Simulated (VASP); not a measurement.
# CO2 in VASP: a series of runs

Runs on CO2. Level: PBE+D3(BJ). Tasks: single point, molecular dynamics.

All numbers are computed with VASP 6.6.1; they aren't measurements. Logs are shortened: lines on timing, memory, paths and dates and some standing lists are left out, and cuts for length are marked.

## 1. The cell of the first run

The cell holds a disordered packing, 24 atoms: a = 8.082 Å, b = 8.082 Å, c = 8.082 Å, α = 90.00°, β = 90.00°, γ = 90.00°.

## 2. Single point, PBE+D3(BJ)

INCAR

```
  PREC = Accurate
  ENCUT = 520
  EDIFF = 1E-6
  ISMEAR = -1
  SIGMA = 0.05
  LREAL = Auto
  LASPH = T
  NELM = 80
  ALGO = Normal
  ISIF = 2
  LWAVE = F
  LCHARG = T
  GGA = PE
  IVDW = 12
  LELF = T
  LVHAR = T
  NBANDS = 82
```

KPOINTS

```
regular mesh
0
Gamma
  1 1 1
```

POSCAR

```
CO2
1.0
    8.0824800000      0.0000000000      0.0000000000
    0.0000000000      8.0824800000      0.0000000000
    0.0000000000      0.0000000000      8.0824800000
C O
8 16
Direct
    0.5043377775      0.8060768477      0.9060337916
    0.9704694599      0.4465708545      0.6239792737
   -0.0629262306      0.1794127545      0.1041140838
    0.8977071394      0.1760969405      0.6784798725
    0.6176445843      0.4823519514      0.4929675050
    0.2211078778      0.8073017193      0.5059090774
    0.4651790045      0.3621784403      0.1656174837
    0.0368946165      0.7109451554      0.9107848086
    0.4930664845      0.9581836268      0.8950223199
    0.5133449139      0.6666889371      0.9364823668
    0.8588947947      0.5086805040      0.6994387861
    1.0897026655      0.4199453633      0.5510313666
    0.0338509962      0.2220110659      0.2101458958
   -0.1740183706      0.1585651929      0.0117290733
    0.7664231770      0.1576991221      0.6252536350
    1.0393220893      0.1707644188      0.7372242183
    0.7119225782      0.5506354485      0.4092432026
    0.4938212034      0.4564069444      0.5628223021
    0.2352248320      0.8971874969      0.6103077273
    0.1709005157      0.7128752561      0.3921692352
    0.3566974493      0.4402485376      0.2271208837
    0.5557823836      0.2711667706      0.0989176589
   -0.0771174194      0.7873078560      0.9676856608
    0.1361092140      0.6066578575      0.8762409557
```

Potentials or basis: VASP PAW PBE potentials, release 64 (C, O).

Launch:

```
> cat potpaw_PBE.64/C/POTCAR potpaw_PBE.64/O/POTCAR > POTCAR
> mpirun -np 1 vasp_gam > vasp.out
```

OUTCAR:

```text
PREC = Accurate
   ENCUT = 520
   EDIFF = 1E-6
   ISMEAR = -1
   LREAL = Auto
   LASPH = T
   NELM = 80
   ISIF = 2
   GGA = PE
   IVDW = 12
 IVDW          = 12

 ion  position               nearest neighbor table
   1  0.504  0.806  0.906-  10 1.16   9 1.24
   2  0.970  0.447  0.624-  12 1.15  11 1.20
   3  0.937  0.179  0.104-  14 1.18  13 1.21
   4  0.898  0.176  0.678-  15 1.15  16 1.24
   5  0.618  0.482  0.493-  17 1.16  18 1.17
   6  0.221  0.807  0.506-  19 1.12  20 1.26
   7  0.465  0.362  0.166-  22 1.17  21 1.19
   8  0.037  0.711  0.911-  24 1.20  23 1.20
   9  0.493  0.958  0.895-   1 1.24
  10  0.513  0.667  0.936-   1 1.16
  11  0.859  0.509  0.699-   2 1.20
  12  0.090  0.420  0.551-   2 1.15
  13  0.034  0.222  0.210-   3 1.21
  14  0.826  0.159  0.012-   3 1.18
[... 8 lines left out ...]
  23  0.923  0.787  0.968-   8 1.20
  24  0.136  0.607  0.876-   8 1.20

  LATTYP: Found a simple cubic cell.
 ALAT       =     8.0824800000

  Lattice vectors:

 A1 = (   8.0824800000,   0.0000000000,   0.0000000000)
 A2 = (   0.0000000000,   8.0824800000,   0.0000000000)
 A3 = (   0.0000000000,   0.0000000000,   8.0824800000)

Analysis of symmetry for initial positions (statically):
=====================================================================
 Subroutine PRICEL returns:
 Original cell was already a primitive cell.

 Routine SETGRP: Setting up the symmetry group for a
 simple cubic supercell.

 Subroutine GETGRP returns: Found  1 space group operations
 (whereof  1 operations were pure point group operations)
 out of a pool of 48 trial point group operations.

The static configuration has the point symmetry C_1 .

Analysis of symmetry for dynamics (positions and initial velocities):
=====================================================================
 Subroutine PRICEL returns:
 Original cell was already a primitive cell.

 Routine SETGRP: Setting up the symmetry group for a
 simple cubic supercell.

 Subroutine GETGRP returns: Found  1 space group operations
 (whereof  1 operations were pure point group operations)
 out of a pool of 48 trial point group operations.

The dynamic configuration has the point symmetry C_1 .

 Subroutine INISYM returns: Found  1 space group operations
 (whereof  1 operations are pure point group operations),
 and found     1 'primitive' translations

----------------------------------------------------------------------------------------

                                     Primitive cell

  volume of cell :     528.0000

  direct lattice vectors                    reciprocal lattice vectors
     8.082480000  0.000000000  0.000000000     0.123724401  0.000000000  0.000000000
     0.000000000  8.082480000  0.000000000     0.000000000  0.123724401  0.000000000
     0.000000000  0.000000000  8.082480000     0.000000000  0.000000000  0.123724401

  length of vectors
     8.082480000  8.082480000  8.082480000     0.123724401  0.123724401  0.123724401

  position of ions in fractional coordinates (direct lattice)
     0.504337777  0.806076848  0.906033792
     0.970469460  0.446570855  0.623979274
     0.937073769  0.179412754  0.104114084
     0.897707139  0.176096941  0.678479872
     0.617644584  0.482351951  0.492967505
     0.221107878  0.807301719  0.505909077
[... 16 lines left out ...]
     0.922882581  0.787307856  0.967685661
     0.136109214  0.606657857  0.876240956

  ion indices of the primitive-cell ions
   primitive index   ion index
                 1           1
                 2           2
                 3           3
                 4           4
                 5           5
                 6           6
[... 16 lines left out ...]
                23          23
                24          24

----------------------------------------------------------------------------------------

 KPOINTS: regular mesh

Automatic generation of k-mesh.
 Grid dimensions read from file:
 generate k-points for:    1    1    1

 Generating k-lattice:

  Cartesian coordinates                     Fractional coordinates (reciprocal lattice)
     0.123724401  0.000000000  0.000000000     1.000000000  0.000000000  0.000000000
     0.000000000  0.123724401  0.000000000     0.000000000  1.000000000  0.000000000
     0.000000000  0.000000000  0.123724401     0.000000000  0.000000000  1.000000000

  Length of vectors
     0.123724401  0.123724401  0.123724401

  Shift w.r.t. Gamma in fractional coordinates (k-lattice)
     0.000000000  0.000000000  0.000000000

 Subroutine IBZKPT returns following result:
 ===========================================

 Found      1 irreducible k-points:

 Following reciprocal coordinates:
            Coordinates               Weight
  0.000000  0.000000  0.000000      1.000000
   k-points           NKPTS =      1   k-points in BZ     NKDIM =      1   number of bands    NBANDS=     82
   number of dos      NEDOS =    301   number of ions     NIONS =     24
   total plane-waves  NPLWV = 216000
   dimension x,y,z NGX =    60 NGY =   60 NGZ =   60
   dimension x,y,z NGXF=   120 NGYF=  120 NGZF=  120
   ions per type =               8  16
   NGX,Y,Z   is equivalent  to a cutoff of  12.34, 12.34, 12.34 a.u.
   NGXF,Y,Z  is equivalent  to a cutoff of  24.68, 24.68, 24.68 a.u.
 SYSTEM =  unknown system
   PREC   = accura    normal or accurate (medium, high low for compatibility)
   ISTART =      0    job   : 0-new  1-cont  2-samecut
   ICHARG =      2    charge: 1-file 2-atom 10-const
   ISPIN  =      1    spin polarized calculation?
   LNONCOLLINEAR =      F non collinear calculations
   LSORBIT =      F    spin-orbit coupling
   LASPH  =      T    aspherical Exc in radial PAW
   ENCUT  =  520.0 eV  38.22 Ry    6.18 a.u.  15.03 15.03 15.03*2*pi/ulx,y,z
   NELM   =     80;   NELMIN=  2; NELMDL= -5     # of ELM steps
   EDIFF  = 0.1E-05   stopping-criterion for ELM
   LREAL  =      T    real-space projection
   EDIFFG = 0.1E-04   stopping-criterion for IOM
   NSW    =      0    number of steps for IOM
   IBRION =     -1    ionic relax: 0-MD 1-quasi-New 2-CG
   NFREE  =      0    steps in history (QN), initial steepest desc. (CG)
   ISIF   =      2    stress and relaxation
   ISYM   =      2    0-nonsym 1-usesym 2-fastsym
   POTIM  = 0.5000    time-step for ionic-motion
   TEBEG  =    0.0;   TEEND  =   0.0 temperature during run
   PSTRESS=    0.0 pullay stress
   NELECT =     128.0000    total number of electrons
   NUPDOWN=      -1.0000    fix difference up-down
   EMIN   =  10.00;   EMAX   =-10.00  energy-range for DOS
   EFERMI =   0.00;   METHOD = LEGACY
   ISMEAR =    -1;   SIGMA  =   0.05  broadening in eV -4-tet -1-fermi 0-gaus
   EFERMI_NEDOS =   21; number of points for ismear=-14 and -15
   IALGO  =     38    algorithm
   IMIX   =      4    mixing-type and parameters
     AMIX     =   0.40;   BMIX     =  1.00
     AMIX_MAG =   1.60;   BMIX_MAG =  1.00
  volume/ion in A,a.u.               =      22.00       148.46
  Fermi-wavevector in a.u.,A,eV,Ry     =   1.020783  1.929001 14.177248  1.041998
  Thomas-Fermi vector in A             =   2.154372
   LORBIT       =      0    0 simple, 1 ext, 2 COOP (PROOUT), +10 PAW based schemes
   GGA     = PE    functional components
   LHFCALC =     F    Hartree Fock is set to
   AEXX    =    0.0000 exact exchange contribution
   IVDW    =    12    specifies the selected vdW correction
   LEPSILON=     F    determine dielectric tensor
   LRPA    =     F    only Hartree local field effects (RPA)
 non-spin polarized calculation
  energy-cutoff  :      520.00
  volume of cell :      528.00
 maximum number of plane-waves:      7074
   NGX = 31   NGY = 31   NGZ = 31

 number of electron     127.9999988 magnetization

 Free energy of the ion-electron system (eV)
  ---------------------------------------------------
  ext. energy  EPLUGINS =         0.00000000
  ---------------------------------------------------
  free energy    TOTEN  =      -180.80800388 eV

  energy without entropy =     -180.80800388  energy(sigma->0) =     -180.80800388

 E-fermi :  -3.7225     XC(G=0):  -6.0912

 val. band max:       -5.0142623123   @ k =   0.0000   0.0000   0.0000
 cond. band min:       0.1727875274   @ k =   0.0000   0.0000   0.0000
 fundamental gap:      5.1870498397
 Fermi energy:        -3.7224521206

 k-point     1 :       0.0000    0.0000    0.0000
  band No.  band energies     occupation
      1     -26.6447      2.00000
      2     -26.3577      2.00000
      3     -26.0292      2.00000
      4     -25.8981      2.00000
      5     -25.7537      2.00000
      6     -25.6668      2.00000
[... 68 lines left out ...]
     75       2.6830      0.00000
     76       2.6970      0.00000
 [bands above 76 left out]

------------------------ aborting loop because EDIFF is reached ----------------------------------------

 Edisp (eV)   -1.10107

 E8    (eV) :    -0.2791

  FORCE on cell =-STRESS in cart. coord.  units (eV):
  Direction    XX          YY          ZZ          XY          YZ          ZX
  --------------------------------------------------------------------------------------
  -------------------------------------------------------------------------------------
  Total      -2.62258    -0.95102     2.04758     3.02861    -2.35257    -5.16841
  in kB      -7.95804    -2.88580     6.21322     9.19009    -7.13869   -15.68317
  external pressure =       -1.54 kB  Pullay stress =        0.00 kB

 VOLUME and BASIS-vectors are now :
 -----------------------------------------------------------------------------
  energy-cutoff  :      520.00
  volume of cell :      528.00
      direct lattice vectors                 reciprocal lattice vectors
     8.082480000  0.000000000  0.000000000     0.123724401  0.000000000  0.000000000
     0.000000000  8.082480000  0.000000000     0.000000000  0.123724401  0.000000000
     0.000000000  0.000000000  8.082480000     0.000000000  0.000000000  0.123724401

 POSITION                                       TOTAL-FORCE (eV/Angst)
 -----------------------------------------------------------------------------------
      4.07630      6.51510      7.32300        -0.459834      6.397321      0.299000
      7.84380      3.60940      5.04330        -1.476273      3.295763      1.398240
      7.57388      1.45010      0.84150         0.531162      1.590439      1.991329
      7.25570      1.42330      5.48380         5.730898     -1.917119      2.851288
      4.99210      3.89860      3.98440        -2.372338      1.470386      0.263384
      1.78710      6.52500      4.08900        -3.987592     -7.216714     -8.853685
[... 16 lines left out ...]
      7.45918      6.36340      7.82130         1.897955     -0.338304     -1.290847
      1.10010      4.90330      7.08220        -0.544964      1.928332     -0.019789
 -----------------------------------------------------------------------------------
    total drift:                                0.008326     -0.010033     -0.022811

  FREE ENERGIE OF THE ION-ELECTRON SYSTEM (eV)
  ---------------------------------------------------
  free  energy   TOTEN  =      -181.9090698872 eV

  energy  without entropy=     -181.9090698872  energy(sigma->0) =     -181.90906989
```

It took 90 s on 1 thread of Intel Xeon Platinum 8259CL at 2.50GHz (Skylake/Cascade Lake), shared host; peak memory 0.45 GiB.

Results:

* Free energy: -181.9091 eV
* Pressure: -0.2 GPa
* Largest force: 12.098 eV/Å
* Dispersion energy per atom: -0.046 eV

Forces on the atoms (eV/Å):
```
C   -0.460  6.397  0.299
C   -1.476  3.296  1.398
C    0.531  1.590  1.991
C    5.731 -1.917  2.851
C   -2.372  1.470  0.263
C   -3.988 -7.217 -8.854
C   -2.247  0.319  0.266
C   -1.167 -1.432  1.604
O    0.337 -4.508 -0.166
O    0.215 -1.924 -0.110
O    0.462 -1.224 -0.219
O    1.561 -0.790 -1.542
O   -1.322 -1.262 -2.030
O    1.120 -0.548  0.108
O   -1.777  0.192 -0.916
O   -4.288  0.087 -1.502
O    2.446  0.090 -1.681
O   -0.406 -1.439  1.190
O    1.519  3.952  4.815
O    2.487  3.414  3.883
O    1.198 -0.184 -0.347
O    0.544  0.047  0.009
O    1.898 -0.338 -1.291
O   -0.545  1.928 -0.020
```

Levels at points of the mesh, in eV from the Fermi level:
```
           k point  band 60  band 61  band 62  band 63  band 64  band 65  band 66  band 67  band 68  band 69
(0.00, 0.00, 0.00)    -1.62    -1.54    -1.45    -1.42    -1.29     3.90     4.56     4.95     5.39     5.47
```

Caveat: the k points lie up to 0.78 Å⁻¹ apart; the atoms stand as in a frame of molecular dynamics.

## 3. Single point, PBE+D3(BJ)

INCAR

```
  PREC = Accurate
  ENCUT = 520
  EDIFF = 1E-6
  ISMEAR = -1
  SIGMA = 0.05
  LREAL = Auto
  LASPH = T
  NELM = 100
  ALGO = Normal
  ISIF = 2
  LWAVE = F
  LCHARG = F
  GGA = PE
  IVDW = 12
  NBANDS = 82
```

KPOINTS is that of step 2.

POSCAR

```
CO2
1.0
    8.0824800000      0.0000000000      0.0000000000
    0.0000000000      8.0824800000      0.0000000000
    0.0000000000      0.0000000000      8.0824800000
C O
8 16
Direct
    0.4390607833      0.8528941612      0.8665409627
    0.9200765112      0.5639481941      0.5933203670
   -0.0514569786      0.1583548614      0.1062916333
    1.0557526898      0.1866877493      0.7056497511
    0.6149350199      0.4624941850      0.4538211044
    0.2084261266      0.8744840692      0.4713404797
    0.3668923400      0.2276900159      0.2600192020
    0.0452460136      0.6638309034      0.9423963932
    0.3402915937      0.9420004751      0.9315457632
    0.5383372430      0.7737352892      0.7979110372
    0.8468316655      0.5374216825      0.7120834199
    0.9766433075      0.5795003514      0.4619003078
    0.0387381101      0.0974577110      0.2014728153
   -0.1499292296      0.2168765033      0.0235447536
    0.9256812266      0.1349709495      0.6675426354
    1.1814319367      0.2418812048      0.7522938504
    0.6463486455      0.5065524443      0.3222154586
    0.6065341331      0.3783987093      0.5716438519
    0.2327503440      0.9183443695      0.6122996902
    0.2177920638      0.8285699439      0.3369139175
    0.2910987717      0.2362022548      0.3846962813
    0.4681978799      0.2343216439      0.1473805070
   -0.0703373222      0.6606635587      1.0376146925
    0.1522057586      0.6835525730      0.8411279706
```

Potentials or basis: VASP PAW PBE potentials, release 64 (C, O).

Launch:

```
> cat potpaw_PBE.64/C/POTCAR potpaw_PBE.64/O/POTCAR > POTCAR
> mpirun -np 1 vasp_gam > vasp.out
```

Run time: 82 s. Hardware: 1 thread of Intel Xeon Platinum 8259CL at 2.50GHz (Skylake/Cascade Lake), shared host; peak memory 0.45 GiB.

It converged, with:

- Free energy: -183.1321 eV
- Pressure: 1.0 GPa
- Largest force: 4.789 eV/Å
- Dispersion energy per atom: -0.046 eV

Forces on the atoms (eV/Å):
```
C   -1.673  2.127  1.063
C    0.213 -0.142 -1.552
C    1.114 -1.071  1.997
C   -0.066  0.118  0.398
C    0.361 -2.771  1.362
C    1.913  1.170  4.231
C    3.346  0.779 -1.917
C   -1.312  0.936  0.474
O    1.479 -1.210 -0.409
O    0.557 -0.667 -0.318
O   -0.942 -0.155  2.908
O    1.223  0.467 -1.226
O    0.856 -0.448  0.370
O   -2.221  1.563 -2.428
O   -0.318 -0.266 -0.455
O    0.320  0.311  0.054
O    0.028  2.338 -2.787
O   -1.001  0.240  1.199
O   -1.258 -0.578 -2.493
O   -0.531 -0.745 -2.268
O   -0.136 -0.243 -0.662
O   -3.119 -0.527  2.568
O    2.725 -0.216 -1.763
O   -1.559 -1.010  1.652
```

Stress tensor (GPa, compression positive):
```
-0.01  0.41  2.07
 0.41  0.85 -0.96
 2.07 -0.96  2.06
```

Levels at points of the mesh, in eV from the Fermi level:
```tsv
k point	band 60	band 61	band 62	band 63	band 64	band 65	band 66	band 67	band 68	band 69
(0.00, 0.00, 0.00)	-1.62	-1.59	-1.41	-1.34	-1.26	4.42	5.36	5.46	5.59	5.81
```

Caveat: the k points lie up to 0.78 Å⁻¹ apart; the atoms stand as in a frame of molecular dynamics.

[end of part 1 of 3]
